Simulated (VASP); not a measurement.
# BiAs (rocksalt type) (Fm-3m) in VASP: a series of runs

BiAs (rocksalt type) is run at these levels: PBE; tasks: single point.

All numbers are computed with VASP 6.6.1; they aren't measurements. Logs are shortened: lines on timing, memory, paths and dates and some standing lists are left out, and cuts for length are marked.

## 1. The cell of the first run

It takes space group Fm-3m (No. 225, cubic). The conventional cell has a = 4.445 Å, b = 4.445 Å, c = 4.445 Å, α = 90.00°, β = 90.00°, γ = 90.00°. Within 2.9 Å of Bi (site symmetry m-3m) lie 6 As at 2.22 Å. As (site symmetry m-3m) has 6 Bi at 2.22 Å within 2.9 Å.

## 2. Single point, PBE (volume scaled by 0.4, source ansatz)

The input, INCAR:

```
SYSTEM = BiAs
PREC = Accurate ; ENCUT = 520
EDIFF = 1E-6 ; ISMEAR = -1
SIGMA = 0.05 ; LREAL = .False.
LASPH = .True. ; NELM = 60
ALGO = Normal ; ISIF = 2
LWAVE = .False. ; LCHARG = .False.
GGA = PE ; NBANDS = 17
```

The input, KPOINTS:

```
regular mesh
0
Gamma
  13 13 13
  0 0 0
```

The input, POSCAR:

```
BiAs
1.0
    0.0000000000      2.2225025942      2.2225025942
    2.2225025942      0.0000000000      2.2225025942
    2.2225025942      2.2225025942      0.0000000000
Bi As
1 1
Direct
    0.0000000000      0.0000000000      0.0000000000
    0.5000000000      0.5000000000      0.5000000000
```

Potentials or basis: VASP PAW PBE potentials, release 64 (Bi_d, As).

On the command line:

```
$ cat potpaw_PBE.64/Bi_d/POTCAR potpaw_PBE.64/As/POTCAR > POTCAR
$ mpirun -np 1 vasp_std > vasp.out
```

OUTCAR:

```text
SYSTEM = BiAs
   PREC = Accurate
   ENCUT = 520
   EDIFF = 1E-6
   ISMEAR = -1
   LREAL = .False.
   LASPH = .True.
   NELM = 60
   ISIF = 2
   GGA = PE

 ion  position               nearest neighbor table
   1  0.000  0.000  0.000-   2 2.22   2 2.22   2 2.22   2 2.22   2 2.22   2 2.22
   2  0.500  0.500  0.500-   1 2.22   1 2.22   1 2.22   1 2.22   1 2.22   1 2.22

  LATTYP: Found a face centered cubic cell.
 ALAT       =     4.4450051884

  Lattice vectors:

 A1 = (   0.0000000000,   2.2225025942,   2.2225025942)
 A2 = (   2.2225025942,   0.0000000000,   2.2225025942)
 A3 = (   2.2225025942,   2.2225025942,   0.0000000000)

Analysis of symmetry for initial positions (statically):
=====================================================================
 Subroutine PRICEL returns:
 Original cell was already a primitive cell.

 Routine SETGRP: Setting up the symmetry group for a
 face centered cubic supercell.

 Subroutine GETGRP returns: Found 48 space group operations
 (whereof 48 operations were pure point group operations)
 out of a pool of 48 trial point group operations.

The static configuration has the point symmetry O_h .

Analysis of symmetry for dynamics (positions and initial velocities):
=====================================================================
 Subroutine PRICEL returns:
 Original cell was already a primitive cell.

 Routine SETGRP: Setting up the symmetry group for a
 face centered cubic supercell.

 Subroutine GETGRP returns: Found 48 space group operations
 (whereof 48 operations were pure point group operations)
 out of a pool of 48 trial point group operations.

The dynamic configuration has the point symmetry O_h .

 Subroutine INISYM returns: Found 48 space group operations
 (whereof 48 operations are pure point group operations),
 and found     1 'primitive' translations

----------------------------------------------------------------------------------------

                                     Primitive cell

  volume of cell :      21.9562

  direct lattice vectors                    reciprocal lattice vectors
     0.000000000  2.222502594  2.222502594    -0.224971616  0.224971616  0.224971616
     2.222502594  0.000000000  2.222502594     0.224971616 -0.224971616  0.224971616
     2.222502594  2.222502594  0.000000000     0.224971616  0.224971616 -0.224971616

  length of vectors
     3.143093311  3.143093311  3.143093311     0.389662269  0.389662269  0.389662269

  position of ions in fractional coordinates (direct lattice)
     0.000000000  0.000000000  0.000000000
     0.500000000  0.500000000  0.500000000

  ion indices of the primitive-cell ions
   primitive index   ion index
                 1           1
                 2           2

----------------------------------------------------------------------------------------

 KPOINTS: regular mesh

Automatic generation of k-mesh.
 Grid dimensions read from file:
 generate k-points for:   13   13   13

 Generating k-lattice:

  Cartesian coordinates                     Fractional coordinates (reciprocal lattice)
    -0.017305509  0.017305509  0.017305509     0.076923077  0.000000000  0.000000000
     0.017305509 -0.017305509  0.017305509     0.000000000  0.076923077  0.000000000
     0.017305509  0.017305509 -0.017305509     0.000000000  0.000000000  0.076923077

  Length of vectors
     0.029974021  0.029974021  0.029974021

  Shift w.r.t. Gamma in fractional coordinates (k-lattice)
     0.000000000  0.000000000  0.000000000

 Subroutine IBZKPT returns following result:
 ===========================================

 Found     84 irreducible k-points:

 Following reciprocal coordinates:
            Coordinates               Weight
  0.000000  0.000000  0.000000      1.000000
  0.076923  0.000000  0.000000      8.000000
  0.153846  0.000000  0.000000      8.000000
  0.230769  0.000000  0.000000      8.000000
  0.307692  0.000000  0.000000      8.000000
  0.384615  0.000000  0.000000      8.000000
[... 16 lines left out ...]
  0.384615  0.153846  0.000000     24.000000
  0.461538  0.153846  0.000000     24.000000
 [... further k-points ...]
   k-points           NKPTS =     84   k-points in BZ     NKDIM =     84   number of bands    NBANDS=     17
   number of dos      NEDOS =    301   number of ions     NIONS =      2
   total plane-waves  NPLWV =  13824
   dimension x,y,z NGX =    24 NGY =   24 NGZ =   24
   dimension x,y,z NGXF=    48 NGYF=   48 NGZF=   48
   ions per type =               1   1
   NGX,Y,Z   is equivalent  to a cutoff of  12.69, 12.69, 12.69 a.u.
   NGXF,Y,Z  is equivalent  to a cutoff of  25.39, 25.39, 25.39 a.u.
 SYSTEM =  BiAs
   PREC   = accura    normal or accurate (medium, high low for compatibility)
   ISTART =      0    job   : 0-new  1-cont  2-samecut
   ICHARG =      2    charge: 1-file 2-atom 10-const
   ISPIN  =      1    spin polarized calculation?
   LNONCOLLINEAR =      F non collinear calculations
   LSORBIT =      F    spin-orbit coupling
   LASPH  =      T    aspherical Exc in radial PAW
   ENCUT  =  520.0 eV  38.22 Ry    6.18 a.u.   5.84  5.84  5.84*2*pi/ulx,y,z
   NELM   =     60;   NELMIN=  2; NELMDL= -5     # of ELM steps
   EDIFF  = 0.1E-05   stopping-criterion for ELM
   LREAL  =      F    real-space projection
   EDIFFG = 0.1E-04   stopping-criterion for IOM
   NSW    =      0    number of steps for IOM
   IBRION =     -1    ionic relax: 0-MD 1-quasi-New 2-CG
   NFREE  =      0    steps in history (QN), initial steepest desc. (CG)
   ISIF   =      2    stress and relaxation
   ISYM   =      2    0-nonsym 1-usesym 2-fastsym
   POTIM  = 0.5000    time-step for ionic-motion
   TEBEG  =    0.0;   TEEND  =   0.0 temperature during run
   PSTRESS=    0.0 pullay stress
   NELECT =      20.0000    total number of electrons
   NUPDOWN=      -1.0000    fix difference up-down
   EMIN   =  10.00;   EMAX   =-10.00  energy-range for DOS
   EFERMI =   0.00;   METHOD = LEGACY
   ISMEAR =    -1;   SIGMA  =   0.05  broadening in eV -4-tet -1-fermi 0-gaus
   EFERMI_NEDOS =   21; number of points for ismear=-14 and -15
   IALGO  =     38    algorithm
   IMIX   =      4    mixing-type and parameters
     AMIX     =   0.40;   BMIX     =  1.00
     AMIX_MAG =   1.60;   BMIX_MAG =  1.00
  volume/ion in A,a.u.               =      10.98        74.08
  Fermi-wavevector in a.u.,A,eV,Ry     =   1.586960  2.998919 34.265470  2.518441
  Thomas-Fermi vector in A             =   2.686191
   LORBIT       =      0    0 simple, 1 ext, 2 COOP (PROOUT), +10 PAW based schemes
   GGA     = PE    functional components
   LHFCALC =     F    Hartree Fock is set to
   AEXX    =    0.0000 exact exchange contribution
   IVDW    =     0    specifies the selected vdW correction
   LEPSILON=     F    determine dielectric tensor
   LRPA    =     F    only Hartree local field effects (RPA)
 non-spin polarized calculation
  energy-cutoff  :      520.00
  volume of cell :       21.96
 maximum number of plane-waves:       609
   NGX = 11   NGY = 11   NGZ = 11

 number of electron      20.0000007 magnetization

 Free energy of the ion-electron system (eV)
  ---------------------------------------------------
  ext. energy  EPLUGINS =         0.00000000
  ---------------------------------------------------
  free energy    TOTEN  =        10.96487424 eV

  energy without entropy =       10.97185833  energy(sigma->0) =       10.96836629

 E-fermi :  23.1961     XC(G=0): -14.7680

 val. band max:       23.1509756839   @ k =  -0.2308   0.2308   0.0769
 cond. band min:      23.2092030112   @ k =   0.2308   0.0000   0.0000
 fundamental gap:      0.0582273273
 Fermi energy:        23.1961037344

 k-point     1 :       0.0000    0.0000    0.0000
  band No.  band energies     occupation
      1      -3.4198      2.00000
      2      -3.4198      2.00000
      3      -3.4148      2.00000
      4      -3.4148      2.00000
      5      -3.4148      2.00000
      6      -2.5800      2.00000
[... 9 lines left out ...]
     16      29.8918      0.00000
     17      29.8918      0.00000

 k-point     2 :       0.0769    0.0000    0.0000
  band No.  band energies     occupation
      1      -3.4467      2.00000
      2      -3.4466      2.00000
      3      -3.4228      2.00000
      4      -3.3905      2.00000
      5      -3.3905      2.00000
      6      -2.4226      2.00000
[... 9 lines left out ...]
     16      29.5938      0.00000
     17      30.6385      0.00000

 k-point     3 :       0.1538    0.0000    0.0000
  band No.  band energies     occupation
      1      -3.5225      2.00000
      2      -3.5225      2.00000
      3      -3.4576      2.00000
      4      -3.3211      2.00000
      5      -3.3211      2.00000
      6      -1.9367      2.00000
[... 9 lines left out ...]
     16      29.6643      0.00000
     17      32.7740      0.00000

 k-point     4 :       0.2308    0.0000    0.0000
  band No.  band energies     occupation
      1      -3.6278      2.00000
      2      -3.6278      2.00000
      3      -3.5188      2.00000
      4      -3.2215      2.00000
      5      -3.2215      2.00000
      6      -1.1152      2.00000
[... 9 lines left out ...]
     16      30.2765      0.00000
     17      35.6493      0.00000
[... 343 lines left out ...]
      1      -3.9645      2.00000
      2      -3.5357      2.00000
      3      -3.4854      2.00000
      4      -3.2232      2.00000
      5      -3.0836      2.00000
      6      -0.1090      2.00000
[... 9 lines left out ...]
     16      33.4723      0.00000
     17      36.5460      0.00000

 k-point    23 :       0.3846    0.1538    0.0000
  band No.  band energies     occupation
      1      -4.0401      2.00000
      2      -3.5888      2.00000
      3      -3.5500      2.00000
      4      -3.1817      2.00000
      5      -2.9893      2.00000
      6       1.1588      2.00000
[... 9 lines left out ...]
     16      35.4609      0.00000
     17      37.8008      0.00000

 k-point    24 :       0.4615    0.1538    0.0000
  band No.  band energies     occupation
      1      -4.0680      2.00000
      2      -3.6881      2.00000
      3      -3.5631      2.00000
      4      -3.1327      2.00000
      5      -2.9394      2.00000
      6       2.7240      2.00000
[... 9 lines left out ...]
     16      37.6171      0.00000
     17      37.8076      0.00000

 [... further k-points ...]
[... 5 lines left out ...]
  --------------------------------------------------------------------------------------
  -------------------------------------------------------------------------------------
  Total       59.3930874     59.3930874     59.3930874      0.0000000      0.0000000     -0.0000000
  in kB     4334.0074981   4334.0074981   4334.0074981      0.0000000      0.0000000     -0.0000000
  external PRESSURE =    4334.0074981 kB  Pullay stress =       0.0000000 kB

 VOLUME and BASIS-vectors are now :
 -----------------------------------------------------------------------------
  energy-cutoff  :      520.00
  volume of cell :       21.96
      direct lattice vectors                 reciprocal lattice vectors
     0.000000000  2.222502594  2.222502594    -0.224971616  0.224971616  0.224971616
     2.222502594  0.000000000  2.222502594     0.224971616 -0.224971616  0.224971616
     2.222502594  2.222502594  0.000000000     0.224971616  0.224971616 -0.224971616

 POSITION                                       TOTAL-FORCE (eV/Angst)
 -----------------------------------------------------------------------------------
      0.00000      0.00000      0.00000        -0.000000      0.000000      0.000000
      2.22250      2.22250      2.22250         0.000000     -0.000000     -0.000000
 -----------------------------------------------------------------------------------
    total drift:                                0.000000     -0.000000     -0.000000

  FREE ENERGIE OF THE ION-ELECTRON SYSTEM (eV)
  ---------------------------------------------------
  free  energy   TOTEN  =        10.9648742424 eV

  energy  without entropy=       10.9718583348  energy(sigma->0) =       10.96836629
```

Wall time 30 s (1 thread of AMD EPYC 7R43 (Zen 3), shared host); peak memory 0.13 GiB.

Results:

- Free energy: 10.9649 eV
- Pressure: 433.4 GPa
- Band gap on the k mesh: zero (band 10 reaches 25.45 eV, above the bottom of band 11 at 21.82 eV)

Caveat: spin-orbit coupling is left out, which moves the levels of the heavy elements.

## 3. Single point, PBE (volume scaled by 0.5)

The input, INCAR:

```
PREC = Accurate ; ENCUT = 520
EDIFF = 1E-6 ; ISMEAR = -1
SIGMA = 0.05 ; LREAL = F
LASPH = T ; NELM = 100
ALGO = Normal ; ISIF = 2
LWAVE = F ; LCHARG = F
GGA = PE ; NBANDS = 17
```

The input, KPOINTS:

```
Automatic mesh
0
Gamma
  13 13 13
```

The input, POSCAR:

```
BiAs
1.0
    0.0000000000      2.3941183438      2.3941183438
    2.3941183438      0.0000000000      2.3941183438
    2.3941183438      2.3941183438      0.0000000000
Bi As
1 1
Direct
    0.0000000000      0.0000000000      0.0000000000
    0.5000000000      0.5000000000      0.5000000000
```

Potentials or basis: VASP PAW PBE potentials, release 64 (Bi_d, As).

On the command line:

```
$ cat potpaw_PBE.64/Bi_d/POTCAR potpaw_PBE.64/As/POTCAR > POTCAR
$ mpirun -np 1 vasp_std > vasp.out
```

Wall time 46 s (1 thread of AMD EPYC 7R43 (Zen 3), shared host); peak memory 0.15 GiB.

It converged, with:

```
Free energy            : 0.6929 eV
Pressure               : 200.8 GPa
Band gap on the k mesh : zero (band 10 reaches 19.16 eV, above the bottom of band 11 at 16.74 eV)
```

Levels at points of the mesh, in eV from the Fermi level:
```csv
k point,band 8,band 9,band 10,band 11,band 12,band 13
"(0.00, 0.00, 0.00)",-4.01,-4.01,-1.03,4.11,4.89,4.89
```

Caveat: spin-orbit coupling is left out, which moves the levels of the heavy elements.

(Part 1 of 2 ends here.)
